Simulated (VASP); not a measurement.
# Ta16Cu in VASP: single point with PBE+D3(BJ)

Aim: the single point of Ta16Cu with PBE+D3(BJ).

Program: VASP 6.6.1. These are calculated values, not measurements. Logs are shortened: lines on timing, memory, paths and dates and some standing lists are left out, and cuts for length are marked.

## Step 1: The cell of the first run

The cell holds a slab with vacuum, 17 atoms: a = 6.570 Å, b = 6.570 Å, c = 21.910 Å, α = 90.00°, β = 90.00°, γ = 90.00°.

## Step 2: Single point, PBE+D3(BJ)

INCAR

```
PREC     = Accurate       # precision mode
ENCUT    = 520            # plane-wave cutoff, eV
EDIFF    = 1E-7           # SCF threshold, eV
ISMEAR   = 0              # smearing method
SIGMA    = 0.1            # smearing width, eV
LREAL    = Auto         
LASPH    = True           # aspherical terms in the spheres
NELM     = 80             # most SCF steps
ALGO     = Normal         # electronic algorithm
ISIF     = 2              # what is computed and relaxed
LWAVE    = False          # write WAVECAR
LCHARG   = True           # write CHGCAR
LDIPOL   = True         
IDIPOL   = 3            
DIPOL    = 0.5 0.5 0.307
GGA      = PE             # functional
IVDW     = 12             # dispersion correction
LELF     = True           # ELF
LVHAR    = True         
LVACPOTAV= True         
NBANDS   = 108            # bands
```

KPOINTS

```
Automatic mesh
0
Gamma
  4 4 1
```

POSCAR

```
Ta16Cu
1.0
    6.5699959905      0.0000000000      0.0000000000
    0.0000000000      6.5699959905      0.0000000000
    0.0000000000      0.0000000000     21.9099229040
Ta Cu
16 1
Direct
    0.2500000000      0.2500000000      0.1825656812
    0.2500000000      0.7500000000      0.1825656812
    0.7500000000      0.2500000000      0.1825656812
    0.7500000000      0.7500000000      0.1825656812
    0.0000000000      0.0000000000      0.2575316683
    0.0000000000      0.5000000000      0.2575316683
    0.5000000000      0.0000000000      0.2575316683
    0.5000000000      0.5000000000      0.2575316683
    0.2500000000      0.2500000000      0.3326484497
    0.2500000000      0.7500000000      0.3326484497
    0.7500000000      0.2500000000      0.3326484497
    0.7500000000      0.7500000000      0.3326484497
    0.0000000000      0.0000000000      0.4020973941
    0.0000000000      0.5000000000      0.4020973941
    0.5000000000      0.0000000000      0.4020973941
    0.5000000000      0.5000000000      0.4020973941
    0.1875000000      0.1875000000      0.5162009448
```

Potentials or basis: VASP PAW PBE potentials, release 64 (Ta_pv, Cu).

Command:

```
$ cat potpaw_PBE.64/Ta_pv/POTCAR potpaw_PBE.64/Cu/POTCAR > POTCAR
$ mpirun -np 1 vasp_std > vasp.out
```

OUTCAR:

```text
PREC = Accurate
   ENCUT = 520
   EDIFF = 1E-7
   ISMEAR = 0
   LREAL = Auto
   LASPH = True
   NELM = 80
   ISIF = 2
   GGA = PE
   IVDW = 12
 IVDW          = 12

 ion  position               nearest neighbor table
   1  0.250  0.250  0.183-   5 2.84   6 2.84   7 2.84   8 2.84   2 3.28   3 3.28   2 3.28   3 3.28
                             9 3.29
   2  0.250  0.750  0.183-   5 2.84   6 2.84   7 2.84   8 2.84   1 3.28   4 3.28   1 3.28   4 3.28
                            10 3.29
   3  0.750  0.250  0.183-   5 2.84   6 2.84   7 2.84   8 2.84   1 3.28   4 3.28   4 3.28   1 3.28
                            11 3.29
   4  0.750  0.750  0.183-   5 2.84   6 2.84   7 2.84   8 2.84   2 3.28   3 3.28   3 3.28   2 3.28
                            12 3.29
   5  0.000  0.000  0.258-   1 2.84   2 2.84   3 2.84   4 2.84   9 2.85  10 2.85  11 2.85  12 2.85
                            13 3.17   7 3.28   6 3.28   6 3.28   7 3.28
   6  0.000  0.500  0.258-   1 2.84   2 2.84   3 2.84   4 2.84   9 2.85  10 2.85  11 2.85  12 2.85
                            14 3.17   8 3.28   5 3.28   5 3.28   8 3.28
   7  0.500  0.000  0.258-   1 2.84   2 2.84   3 2.84   4 2.84   9 2.85  10 2.85  11 2.85  12 2.85
                            15 3.17   8 3.28   5 3.28   8 3.28   5 3.28
   8  0.500  0.500  0.258-   1 2.84   2 2.84   3 2.84   4 2.84   9 2.85  10 2.85  11 2.85  12 2.85
                            16 3.17   7 3.28   6 3.28   7 3.28   6 3.28
   9  0.250  0.250  0.333-  13 2.78  14 2.78  15 2.78  16 2.78   5 2.85   6 2.85   7 2.85   8 2.85
                            10 3.28  11 3.28  10 3.28  11 3.28   1 3.29
  10  0.250  0.750  0.333-  13 2.78  14 2.78  15 2.78  16 2.78   5 2.85   6 2.85   7 2.85   8 2.85
                             9 3.28  12 3.28   9 3.28  12 3.28   2 3.29
  11  0.750  0.250  0.333-  13 2.78  14 2.78  15 2.78  16 2.78   5 2.85   6 2.85   7 2.85   8 2.85
                             9 3.28  12 3.28  12 3.28   9 3.28   3 3.29
  12  0.750  0.750  0.333-  13 2.78  14 2.78  15 2.78  16 2.78   5 2.85   6 2.85   7 2.85   8 2.85
                            10 3.28  11 3.28  11 3.28  10 3.28   4 3.29
  13  0.000  0.000  0.402-   9 2.78  10 2.78  11 2.78  12 2.78  17 3.05   5 3.17  15 3.28  14 3.28
                            14 3.28  15 3.28
  14  0.000  0.500  0.402-   9 2.78  10 2.78  11 2.78  12 2.78   6 3.17  13 3.28  16 3.28  13 3.28
                            16 3.28
  15  0.500  0.000  0.402-   9 2.78  10 2.78  11 2.78  12 2.78   7 3.17  13 3.28  16 3.28  16 3.28
                            13 3.28
  16  0.500  0.500  0.402-   9 2.78  10 2.78  11 2.78  12 2.78   8 3.17  14 3.28  15 3.28  15 3.28
                            14 3.28
  17  0.188  0.188  0.516-  13 3.05

  LATTYP: Found a simple tetragonal cell.
 ALAT       =     6.5699959905
 C/A-ratio  =     3.3348457040

  Lattice vectors:

 A1 = (   6.5699959905,   0.0000000000,   0.0000000000)
 A2 = (   0.0000000000,   6.5699959905,   0.0000000000)
 A3 = (   0.0000000000,   0.0000000000,  21.9099229040)

Analysis of symmetry for initial positions (statically):
[... 158 lines left out ...]
  volume/ion in A,a.u.               =      55.63       375.42
  Fermi-wavevector in a.u.,A,eV,Ry     =   0.953744  1.802314 12.376227  0.909627
  Thomas-Fermi vector in A             =   2.082427
   LORBIT       =      0    0 simple, 1 ext, 2 COOP (PROOUT), +10 PAW based schemes
   GGA     = PE    functional components
   LHFCALC =     F    Hartree Fock is set to
   AEXX    =    0.0000 exact exchange contribution
   IVDW    =    12    specifies the selected vdW correction
   LEPSILON=     F    determine dielectric tensor
   LRPA    =     F    only Hartree local field effects (RPA)
 non-spin polarized calculation
 Gauss-broadening in eV      SIGMA  =   0.10
  energy-cutoff  :      520.00
  volume of cell :      945.74
 maximum number of plane-waves:     25516
 NGX is ok and might be reduce to    50
   NGX = 25   NGY = 25   NGZ = 81

 dipolmoment           0.000000      0.000000      0.000727 electrons x Angstroem

 number of electron     186.9999979 magnetization

 dipolmoment           0.000000      0.000000     -0.004098 electrons x Angstroem

 Free energy of the ion-electron system (eV)
  ---------------------------------------------------
  ext. energy  EPLUGINS =         0.00000000
  ---------------------------------------------------
  free energy    TOTEN  =      -176.84649241 eV

  energy without entropy =     -176.76638591  energy(sigma->0) =     -176.80643916

 E-fermi :  -0.7067     XC(G=0):  -5.1917

 val. band max:       -0.7400993660   @ k =   0.5000   0.5000   0.0000
 cond. band min:      -0.6910313006   @ k =   0.2500   0.0000   0.0000
 fundamental gap:      0.0490680654
 Fermi energy:        -0.7066806740

 k-point     1 :       0.0000    0.0000    0.0000
  band No.  band energies     occupation
      1     -35.6909      2.00000
      2     -35.6882      2.00000
      3     -35.6758      2.00000
      4     -35.6757      2.00000
      5     -35.6724      2.00000
      6     -35.6706      2.00000
[... 745 lines left out ...]
    104      -0.2529      0.00000
    105      -0.2401      0.00000
 [bands above 105 left out]

------------------------ aborting loop because EDIFF is reached ----------------------------------------

 Edisp (eV)   -6.85406

 E8    (eV) :    -3.7249

  FORCE on cell =-STRESS in cart. coord.  units (eV):
  Direction    XX          YY          ZZ          XY          YZ          ZX
  --------------------------------------------------------------------------------------
  -------------------------------------------------------------------------------------
  Total     -19.78130   -19.78130    -6.43255     0.08690    -0.17038    -0.17038
  in kB     -33.51154   -33.51154   -10.89739     0.14722    -0.28864    -0.28864
  external pressure =      -25.97 kB  Pullay stress =        0.00 kB

 VOLUME and BASIS-vectors are now :
 -----------------------------------------------------------------------------
  energy-cutoff  :      520.00
  volume of cell :      945.74
      direct lattice vectors                 reciprocal lattice vectors
     6.569995990  0.000000000  0.000000000     0.152207094  0.000000000  0.000000000
     0.000000000  6.569995990  0.000000000     0.000000000  0.152207094  0.000000000
     0.000000000  0.000000000 21.909922904     0.000000000  0.000000000  0.045641420

 POSITION                                       TOTAL-FORCE (eV/Angst)
 -----------------------------------------------------------------------------------
      1.64250      1.64250      4.00000        -0.007320     -0.007320      0.545765
      1.64250      4.92750      4.00000         0.017349     -0.002249      0.507499
      4.92750      1.64250      4.00000        -0.002249      0.017349      0.507499
      4.92750      4.92750      4.00000        -0.013308     -0.013308      0.456808
      0.00000      0.00000      5.64250         0.035090      0.035090     -0.600664
      0.00000      3.28500      5.64250         0.033828     -0.034144     -0.534811
[... 9 lines left out ...]
      3.28500      3.28500      8.80992        -0.170394     -0.170394      0.036744
      1.23187      1.23187     11.30992        -0.077515     -0.077515     -1.530139
 -----------------------------------------------------------------------------------
    total drift:                                0.001703      0.001703     -0.003359

  FREE ENERGIE OF THE ION-ELECTRON SYSTEM (eV)
  ---------------------------------------------------
  free  energy   TOTEN  =      -183.7005495917 eV

  energy  without entropy=     -183.6204430949  energy(sigma->0) =     -183.66049634

 vacuum level on the upper side and lower side of the slab         3.344         3.362
```

OSZICAR:

```text
N       E                     dE             d eps       ncg     rms          rms(c)
DAV:   1     0.167520176774E+04    0.16752E+04   -0.10053E+05  2072   0.150E+03
DAV:   2    -0.649953910848E+02   -0.17402E+04   -0.16912E+04  1648   0.409E+02
DAV:   3    -0.189475560012E+03   -0.12448E+03   -0.11809E+03  2024   0.959E+01
[... 39 lines left out ...]
DAV:  43    -0.176846490429E+03   -0.15064E-05   -0.14358E-06  1432   0.106E-02    0.177E-03
DAV:  44    -0.176846491667E+03   -0.12379E-05   -0.16897E-06  1576   0.122E-02    0.282E-03
DAV:  45    -0.176846491872E+03   -0.20471E-06   -0.13817E-06  1424   0.122E-02    0.126E-03
DAV:  46    -0.176846492173E+03   -0.30064E-06   -0.12507E-07  1072   0.387E-03    0.161E-04
DAV:  47    -0.176846492370E+03   -0.19711E-06   -0.11354E-07  1152   0.290E-03    0.940E-04
DAV:  48    -0.176846492409E+03   -0.38926E-07   -0.31828E-08   860   0.548E-04
   1 F= -.18370055E+03 E0= -.18366050E+03  d E =-.801065E-01
```

It took 73 min on 1 thread of Intel Xeon 6975P-C (Granite Rapids), shared host; peak memory 1.1 GiB.

What came out:

```yaml
Free_energy: -183.7005 eV
Largest_force: 1.534 eV/Å
Band_gap_on_the_k_mesh: zero (an odd number of electrons rules out a gap without spin polarisation)
Dispersion_energy_per_atom: -0.403 eV
```

Forces in eV/Å, atoms in the order of the input:
```
Ta  -0.007 -0.007  0.546
Ta   0.017 -0.002  0.507
Ta  -0.002  0.017  0.507
Ta  -0.013 -0.013  0.457
Ta   0.035  0.035 -0.601
Ta   0.034 -0.034 -0.535
Ta  -0.034  0.034 -0.535
Ta  -0.033 -0.033 -0.499
Ta   0.035  0.035 -0.350
Ta   0.009  0.000  0.007
Ta   0.000  0.009  0.007
Ta  -0.052 -0.052  0.069
Ta   0.388  0.388  0.978
Ta   0.244 -0.374  0.467
Ta  -0.374  0.244  0.467
Ta  -0.170 -0.170  0.037
Cu  -0.078 -0.078 -1.530
```

Caveat: spin-orbit coupling is left out, which moves the levels of the heavy elements.

The gap in the log of VASP goes by the Fermi energy; the results here count the filled bands.